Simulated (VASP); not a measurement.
# Pt (P-3m1) in VASP: further runs

Pt is run at these levels: PBE; tasks: single point.

Program: VASP 6.6.1. These are calculated values, not measurements. Logs are shortened: lines on timing, memory, paths and dates and some standing lists are left out, and cuts for length are marked.

### 1 The cell of the first run

It takes space group P-3m1 (No. 164, trigonal). Conventional cell: a = 2.769 Å, b = 2.769 Å, c = 16.565 Å, α = 90.00°, β = 90.00°, γ = 120.00°. Pt (site symmetry 3m) has 9 Pt at 2.77 Å within 3.6 Å. Within 3.6 Å of Pt (site symmetry 3m) lie 12 Pt at 2.77 Å. Within 3.6 Å of Pt (site symmetry 3m) lie 12 Pt at 2.77 Å.

### 2 Single point, PBE (the distance across one plane changed)

INCAR reads:

```
SYSTEM = Pt
  PREC = Accurate
  ENCUT = 520
  EDIFF = 1E-7
  ISMEAR = 0
  SIGMA = 0.15
  LREAL = .False.
  LASPH = .True.
  NELM = 80
  ALGO = Fast
  ISIF = 2
  LWAVE = .False.
  LCHARG = .False.
  GGA = PE
  NBANDS = 39
```

KPOINTS reads:

```
regular mesh
0
Gamma
  19 19 4
  0 0 0
```

POSCAR reads:

```
Pt
1.0
    1.9579000000     -1.9579000000      0.0000000000
    1.9579000000      0.0000000000     -1.9579000000
    9.5636508076      9.5636508076      9.5636508076
Pt
6
Direct
    0.6666666667      0.6666666667      0.0682273767
    0.0000000000      0.0000000000      0.7506376262
    0.3333333333      0.3333333333      0.2047094266
    0.6666666667      0.6666666667      0.4776735264
    0.0000000000      0.0000000000      0.3411914765
    0.3333333333      0.3333333333      0.6141555763
```

Potentials or basis: VASP PAW PBE potentials, release 64 (Pt).

The run is started by

```console
cat potpaw_PBE.64/Pt/POTCAR > POTCAR
mpirun -np 1 vasp_std > vasp.out
```

OUTCAR:

```text
SYSTEM = Pt
   PREC = Accurate
   ENCUT = 520
   EDIFF = 1E-7
   ISMEAR = 0
   LREAL = .False.
   LASPH = .True.
   NELM = 80
   ISIF = 2
   GGA = PE

 ion  position               nearest neighbor table
   1  0.667  0.667  0.068-   3 2.77   3 2.77   3 2.77
   2  0.000  0.000  0.751-   6 2.77   6 2.77   6 2.77
   3  0.333  0.333  0.205-   1 2.77   1 2.77   5 2.77   5 2.77   5 2.77   1 2.77
   4  0.667  0.667  0.478-   5 2.77   6 2.77   6 2.77   5 2.77   5 2.77   6 2.77
   5  0.000  0.000  0.341-   4 2.77   3 2.77   4 2.77   4 2.77   3 2.77   3 2.77
   6  0.333  0.333  0.614-   2 2.77   4 2.77   4 2.77   2 2.77   2 2.77   4 2.77

  LATTYP: Found a hexagonal cell.
 ALAT       =     2.7688887338
 C/A-ratio  =     5.9824466410

  Lattice vectors:

 A1 = (  -1.9579000000,   0.0000000000,   1.9579000000)
 A2 = (   1.9579000000,  -1.9579000000,  -0.0000000000)
 A3 = (   9.5636508076,   9.5636508076,   9.5636508076)

Analysis of symmetry for initial positions (statically):
=====================================================================
 Subroutine PRICEL returns:
 Original cell was already a primitive cell.

 Routine SETGRP: Setting up the symmetry group for a
 hexagonal supercell.

 Subroutine GETGRP returns: Found 12 space group operations
 (whereof  6 operations were pure point group operations)
 out of a pool of 24 trial point group operations.

The static configuration has the point symmetry C_3v.
 The point group associated with its full space group is D_3d.

Analysis of symmetry for dynamics (positions and initial velocities):
=====================================================================
 Subroutine PRICEL returns:
 Original cell was already a primitive cell.

 Routine SETGRP: Setting up the symmetry group for a
 hexagonal supercell.

 Subroutine GETGRP returns: Found 12 space group operations
 (whereof  6 operations were pure point group operations)
 out of a pool of 24 trial point group operations.

The dynamic configuration has the point symmetry C_3v.
 The point group associated with its full space group is D_3d.

 Subroutine INISYM returns: Found 12 space group operations
 (whereof  6 operations are pure point group operations),
 and found     1 'primitive' translations

----------------------------------------------------------------------------------------

                                     Primitive cell

  volume of cell :     109.9831

  direct lattice vectors                    reciprocal lattice vectors
     1.957900000 -1.957900000  0.000000000     0.170250438 -0.340500877  0.170250438
     1.957900000  0.000000000 -1.957900000     0.170250438  0.170250438 -0.340500877
     9.563650808  9.563650808  9.563650808     0.034854193  0.034854193  0.034854193

  length of vectors
     2.768888734  2.768888734 16.564729105     0.417026703  0.417026703  0.060369234

  position of ions in fractional coordinates (direct lattice)
     0.666666667  0.666666667  0.068227377
     0.000000000  0.000000000  0.750637626
     0.333333333  0.333333333  0.204709427
     0.666666667  0.666666667  0.477673526
     0.000000000  0.000000000  0.341191477
     0.333333333  0.333333333  0.614155576

  ion indices of the primitive-cell ions
   primitive index   ion index
                 1           1
                 2           2
                 3           3
                 4           4
                 5           5
                 6           6

----------------------------------------------------------------------------------------

 KPOINTS: regular mesh

Automatic generation of k-mesh.
 Grid dimensions read from file:
 generate k-points for:   19   19    4

 Generating k-lattice:

  Cartesian coordinates                     Fractional coordinates (reciprocal lattice)
     0.008960549 -0.017921099  0.008960549     0.052631579  0.000000000  0.000000000
     0.008960549  0.008960549 -0.017921099     0.000000000  0.052631579  0.000000000
     0.008713548  0.008713548  0.008713548     0.000000000  0.000000000  0.250000000

  Length of vectors
     0.021948774  0.021948774  0.015092308

  Shift w.r.t. Gamma in fractional coordinates (k-lattice)
     0.000000000  0.000000000  0.000000000

 Subroutine IBZKPT returns following result:
 ===========================================

 Found    150 irreducible k-points:

 Following reciprocal coordinates:
            Coordinates               Weight
  0.000000  0.000000  0.000000      1.000000
  0.052632  0.000000  0.000000      6.000000
  0.105263  0.000000  0.000000      6.000000
  0.157895  0.000000  0.000000      6.000000
  0.210526  0.000000  0.000000      6.000000
  0.263158  0.000000  0.000000      6.000000
[... 16 lines left out ...]
  0.368421  0.105263  0.000000     12.000000
  0.421053  0.105263 -0.000000     12.000000
 [... further k-points ...]
   k-points           NKPTS =    150   k-points in BZ     NKDIM =    150   number of bands    NBANDS=     39
   number of dos      NEDOS =    301   number of ions     NIONS =      6
   total plane-waves  NPLWV =  72576
   dimension x,y,z NGX =    24 NGY =   24 NGZ =  126
   dimension x,y,z NGXF=    48 NGYF=   48 NGZF=  252
   ions per type =               6
   NGX,Y,Z   is equivalent  to a cutoff of  14.41, 14.41, 12.65 a.u.
   NGXF,Y,Z  is equivalent  to a cutoff of  28.82, 28.82, 25.29 a.u.
 SYSTEM =  Pt
   PREC   = accura    normal or accurate (medium, high low for compatibility)
   ISTART =      0    job   : 0-new  1-cont  2-samecut
   ICHARG =      2    charge: 1-file 2-atom 10-const
   ISPIN  =      1    spin polarized calculation?
   LNONCOLLINEAR =      F non collinear calculations
   LSORBIT =      F    spin-orbit coupling
   LASPH  =      T    aspherical Exc in radial PAW
   ENCUT  =  520.0 eV  38.22 Ry    6.18 a.u.   5.15  5.15 30.80*2*pi/ulx,y,z
   NELM   =     80;   NELMIN=  2; NELMDL= -5     # of ELM steps
   EDIFF  = 0.1E-06   stopping-criterion for ELM
   LREAL  =      F    real-space projection
   EDIFFG = 0.1E-05   stopping-criterion for IOM
   NSW    =      0    number of steps for IOM
   IBRION =     -1    ionic relax: 0-MD 1-quasi-New 2-CG
   NFREE  =      0    steps in history (QN), initial steepest desc. (CG)
   ISIF   =      2    stress and relaxation
   ISYM   =      2    0-nonsym 1-usesym 2-fastsym
   POTIM  = 0.5000    time-step for ionic-motion
   TEBEG  =    0.0;   TEEND  =   0.0 temperature during run
   PSTRESS=    0.0 pullay stress
   NELECT =      60.0000    total number of electrons
   NUPDOWN=      -1.0000    fix difference up-down
   EMIN   =  10.00;   EMAX   =-10.00  energy-range for DOS
   EFERMI =   0.00;   METHOD = LEGACY
   ISMEAR =     0;   SIGMA  =   0.15  broadening in eV -4-tet -1-fermi 0-gaus
   EFERMI_NEDOS =   21; number of points for ismear=-14 and -15
   IALGO  =     68    algorithm
   IMIX   =      4    mixing-type and parameters
     AMIX     =   0.40;   BMIX     =  1.00
     AMIX_MAG =   1.60;   BMIX_MAG =  1.00
  volume/ion in A,a.u.               =      18.33       123.70
  Fermi-wavevector in a.u.,A,eV,Ry     =   1.337673  2.527835 24.345840  1.789369
  Thomas-Fermi vector in A             =   2.466203
   LORBIT       =      0    0 simple, 1 ext, 2 COOP (PROOUT), +10 PAW based schemes
   GGA     = PE    functional components
   LHFCALC =     F    Hartree Fock is set to
   AEXX    =    0.0000 exact exchange contribution
   IVDW    =     0    specifies the selected vdW correction
   LEPSILON=     F    determine dielectric tensor
   LRPA    =     F    only Hartree local field effects (RPA)
 non-spin polarized calculation
 RMM-DIIS sequential band-by-band and
 Gauss-broadening in eV      SIGMA  =   0.15
  energy-cutoff  :      520.00
  volume of cell :      109.98
 maximum number of plane-waves:      2985
 NGX is ok and might be reduce to    24
   NGX = 11   NGY = 11   NGZ = 61

 number of electron      60.0000005 magnetization

 Free energy of the ion-electron system (eV)
  ---------------------------------------------------
  ext. energy  EPLUGINS =         0.00000000
  ---------------------------------------------------
  free energy    TOTEN  =       -35.39392894 eV

  energy without entropy =      -35.25457554  energy(sigma->0) =      -35.32425224

 E-fermi :   8.1822     XC(G=0): -11.8048

 val. band max:        8.1795097806   @ k =   0.4737   0.0526   0.5000
 cond. band min:       8.1831920089   @ k =   0.4737   0.0526   0.2500
 fundamental gap:      0.0036822283
 Fermi energy:         8.1822481691

 k-point     1 :       0.0000    0.0000    0.0000
  band No.  band energies     occupation
      1      -1.8079      2.00000
      2      -1.0529      2.00000
      3      -0.1025      2.00000
      4       0.6472      2.00000
      5       1.0359      2.00000
      6       1.0697      2.00000
[... 31 lines left out ...]
     38      15.3593      0.00000
     39      15.4910      0.00000

 k-point     2 :       0.0526    0.0000    0.0000
  band No.  band energies     occupation
      1      -1.7091      2.00000
      2      -0.9564      2.00000
      3      -0.0062      2.00000
      4       0.7436      2.00000
      5       1.1302      2.00000
      6       1.1657      2.00000
[... 31 lines left out ...]
     38      15.4112      0.00000
     39      15.4933      0.00000

 k-point     3 :       0.1053    0.0000    0.0000
  band No.  band energies     occupation
      1      -1.4195      2.00000
      2      -0.6762      2.00000
      3       0.2705      2.00000
      4       1.0190      2.00000
      5       1.4002      2.00000
      6       1.4400      2.00000
[... 31 lines left out ...]
     38      15.5044      0.00000
     39      15.5758      0.00000

 k-point     4 :       0.1579    0.0000    0.0000
  band No.  band energies     occupation
      1      -0.9625      2.00000
      2      -0.2431      2.00000
      3       0.6837      2.00000
      4       1.4193      2.00000
      5       1.7959      2.00000
      6       1.8443      2.00000
[... 31 lines left out ...]
     38      15.5674      0.00000
     39      15.8523      0.00000
[... 754 lines left out ...]
     38      16.2328      0.00000
     39      16.9583      0.00000

 k-point    23 :       0.3684    0.1053    0.0000
  band No.  band energies     occupation
      1       0.9959      2.00000
      2       1.4202      2.00000
      3       1.7845      2.00000
      4       2.1430      2.00000
      5       2.3929      2.00000
      6       2.5731      2.00000
[... 31 lines left out ...]
     38      16.5849      0.00000
     39      17.5488      0.00000

 k-point    24 :       0.4211    0.1053   -0.0000
  band No.  band energies     occupation
      1       1.2382      2.00000
      2       1.6421      2.00000
      3       1.7571      2.00000
      4       2.0274      2.00000
      5       2.1657      2.00000
      6       2.4827      2.00000
[... 31 lines left out ...]
     38      15.8588      0.00000
     39      16.6192      0.00000

 [... further k-points ...]
[... 5 lines left out ...]
  --------------------------------------------------------------------------------------
  -------------------------------------------------------------------------------------
  Total        2.6137453      2.6137453      2.6137453      1.1611631      1.1611631      1.1611631
  in kB       38.0756973     38.0756973     38.0756973     16.9152263     16.9152263     16.9152263
  external PRESSURE =      38.0756973 kB  Pullay stress =       0.0000000 kB

 VOLUME and BASIS-vectors are now :
 -----------------------------------------------------------------------------
  energy-cutoff  :      520.00
  volume of cell :      109.98
      direct lattice vectors                 reciprocal lattice vectors
     1.957900000 -1.957900000  0.000000000     0.170250438 -0.340500877  0.170250438
     1.957900000  0.000000000 -1.957900000     0.170250438  0.170250438 -0.340500877
     9.563650808  9.563650808  9.563650808     0.034854193  0.034854193  0.034854193

 POSITION                                       TOTAL-FORCE (eV/Angst)
 -----------------------------------------------------------------------------------
      3.26304     -0.65276     -0.65276        -0.340509     -0.340509     -0.340509
      7.17884      7.17884      7.17884         0.340509      0.340509      0.340509
      3.26304      1.30514      1.30514         0.113801      0.113801      0.113801
      7.17884      3.26304      3.26304        -0.009961     -0.009961     -0.009961
      3.26304      3.26304      3.26304         0.009961      0.009961      0.009961
      7.17884      5.22094      5.22094        -0.113801     -0.113801     -0.113801
 -----------------------------------------------------------------------------------
    total drift:                                0.000001      0.000001      0.000001

  FREE ENERGIE OF THE ION-ELECTRON SYSTEM (eV)
  ---------------------------------------------------
  free  energy   TOTEN  =       -35.3939289408 eV

  energy  without entropy=      -35.2545755436  energy(sigma->0) =      -35.32425224
```

Run time: 25 min. Hardware: 1 thread of Intel Xeon 8259CL, shared host; peak memory 0.57 GiB.

Results:

| Property | Result |
| --- | --- |
| Free energy | -35.3939 eV |
| Pressure | 3.8 GPa |
| Largest force | 0.590 eV/Å |
| Band gap on the k mesh | zero (bands 30 and 31 overlap by 1.59 eV) |

Forces on the atoms (eV/Å):
```
Pt  -0.341 -0.341 -0.341
Pt   0.341  0.341  0.341
Pt   0.114  0.114  0.114
Pt  -0.010 -0.010 -0.010
Pt   0.010  0.010  0.010
Pt  -0.114 -0.114 -0.114
```

Levels at points of the mesh, in eV from the Fermi level:
```tsv
k point	band 28	band 29	band 30	band 31	band 32	band 33	band 34	band 35
(0.00, 0.00, 0.00)	-1.29	-1.29	-0.77	-0.77	-0.22	-0.22	0.02	0.02
(0.00, 0.00, 0.50)	-1.29	-1.29	-0.77	-0.77	-0.35	-0.22	-0.22	0.02
```

Caveat: the cell differs from its parent crystal (the distance across one plane changed); the cell stands under pressure; spin-orbit coupling is left out, which moves the levels of the heavy elements.

### 3 Single point, PBE (the distance across one plane changed)

INCAR reads:

```
ALGO = Fast ; EDIFF = 1E-6
ENCUT = 520 ; GGA = PE
ISIF = 2 ; ISMEAR = 0
LASPH = T ; LCHARG = F
LREAL = F ; LWAVE = F
NBANDS = 39 ; NELM = 80
PREC = Accurate ; SIGMA = 0.15
```

KPOINTS reads:

```
k-points
0
Gamma
  19 19 4
```

POSCAR reads:

```
Pt
1.0
    1.9579000000     -1.9579000000      0.0000000000
    1.9579000000      0.0000000000     -1.9579000000
   10.4296762114     10.4296762114     10.4296762114
Pt
6
Direct
    0.6666666667      0.6666666667      0.0625621346
    0.0000000000      0.0000000000      0.6883086296
    0.3333333333      0.3333333333      0.1877114336
    0.6666666667      0.6666666667      0.4380100316
    0.0000000000      0.0000000000      0.3128607326
    0.3333333333      0.3333333333      0.5631593306
```

Potentials or basis: VASP PAW PBE potentials, release 64 (Pt).

The run is started by

```console
cat potpaw_PBE.64/Pt/POTCAR > POTCAR
mpirun -np 1 vasp_std > vasp.out
```

Run time: 23 min. Hardware: 1 thread of Intel Xeon 8259CL, shared host; peak memory 0.62 GiB.

Results (log left out):

```yaml
Free_energy: -35.3870 eV
Pressure: 3.5 GPa
Largest_force: 0.575 eV/Å
Band_gap_on_the_k_mesh: zero (bands 30 and 31 overlap by 1.52 eV)
```

Forces on the atoms (eV/Å):
```
Pt  -0.332 -0.332 -0.332
Pt   0.332  0.332  0.332
Pt   0.114  0.114  0.114
Pt  -0.011 -0.011 -0.011
Pt   0.011  0.011  0.011
Pt  -0.114 -0.114 -0.114
```

Stress tensor (GPa, compression positive):
```
3.52 1.60 1.60
1.60 3.52 1.60
1.60 1.60 3.52
```

Levels at points of the mesh, in eV from the Fermi level:
```tsv
k point	band 28	band 29	band 30	band 31	band 32	band 33	band 34	band 35
(0.00, 0.00, 0.00)	-1.29	-1.29	-0.77	-0.77	-0.22	-0.22	0.02	0.02
(0.00, 0.00, 0.50)	-1.29	-1.29	-0.77	-0.77	-0.22	-0.22	-0.11	0.02
```

Caveat: the cell differs from its parent crystal (the distance across one plane changed); the cell stands under pressure; spin-orbit coupling is left out, which moves the levels of the heavy elements.
